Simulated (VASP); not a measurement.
Here is a VASP 6.6.1 calculation.

File INCAR:

```
SYSTEM = CuMo
  PREC = Accurate
  ENCUT = 520
  EDIFF = 1E-7
  ISMEAR = 0
  SIGMA = 0.1
  LREAL = .FALSE.
  LASPH = .TRUE.
  NELM = 150
  ALGO = Normal
  ISIF = 2
  LWAVE = .FALSE.
  LCHARG = .TRUE.
  ISPIN = 2
  MAGMOM = 0 1
  LORBIT = 11
  LMAXMIX = 4
  GGA = PE
  LELF = .TRUE.
  LVHAR = .TRUE.
  NBANDS = 24
```

KPOINTS

```
regular mesh
0
G
  6 6 6
  0 0 0
```

POSCAR

```
CuMo
1.0
    0.0000000000      2.5040919400      2.5040919400
    2.5040919400      0.0000000000      2.5040919400
    2.5040919400      2.5040919400      0.0000000000
Cu Mo
1 1
Direct
    0.0000000000      0.0000000000      0.0000000000
    0.5000000000      0.5000000000      0.5000000000
```

Potentials or basis: VASP PAW PBE potentials, release 64 (Cu, Mo_sv).

The run is started by

```console
$ cat potpaw_PBE.64/Cu/POTCAR potpaw_PBE.64/Mo_sv/POTCAR > POTCAR
$ mpirun -np 1 vasp_std > vasp.out
```

Q: What does it give for the net moment?

A: 0.00 μB per cell.

Q: Estimate the pressure.

A: -2.3 GPa.

Caveat: the k points lie up to 0.36 Å⁻¹ apart.
